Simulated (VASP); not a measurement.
A run of VASP 6.6.1:

File INCAR:

```
SYSTEM = Zr2BiN2
PREC = Accurate
ENCUT = 600
EDIFF = 1E-7
ISMEAR = 0
SIGMA = 0.1
LREAL = .FALSE.
LASPH = .TRUE.
NELM = 100
ALGO = Normal
ISIF = 3
LWAVE = .FALSE.
LCHARG = .FALSE.
GGA = PE
IBRION = 2
NSW = 100
EDIFFG = -0.01
```

Contents of KPOINTS:

```
regular mesh
0
G
  12 12 6
  0 0 0
```

File POSCAR:

```
Zr2BiN2
1.0
    4.5062542500      0.0000000000      0.0000000000
   -2.2531271250      3.9025306564      0.0000000000
    0.0000000000      0.0000000000      5.8869010182
Zr Bi N
2 1 2
Direct
    0.6666666667      0.3333333333      0.0000000000
    0.0000000000      0.0000000000      0.0000000000
    0.0000000000      0.0000000000      0.5000000000
    0.3333333333      0.6666666667      0.1106039389
    0.3333333333      0.6666666667      0.8893960611
```

Potentials or basis: VASP PAW PBE potentials, release 64 (Zr_sv, Bi_d, N).

Command:

```console
$ cat potpaw_PBE.64/Zr_sv/POTCAR potpaw_PBE.64/Bi_d/POTCAR potpaw_PBE.64/N/POTCAR > POTCAR
$ mpirun -np 1 vasp_std > vasp.out
```

Hardware: 1 thread of AMD EPYC 9R45 96-Core Processor (Zen 5), on a shared host.

Task: How long does it take, and how much memory?

Result: Wall time 8.5 min on 1 thread of AMD EPYC 9R45 96-Core Processor (Zen 5), on a shared host, peak memory 0.41 GiB. Counts: scf iterations 55, k points 76, ion steps 5.
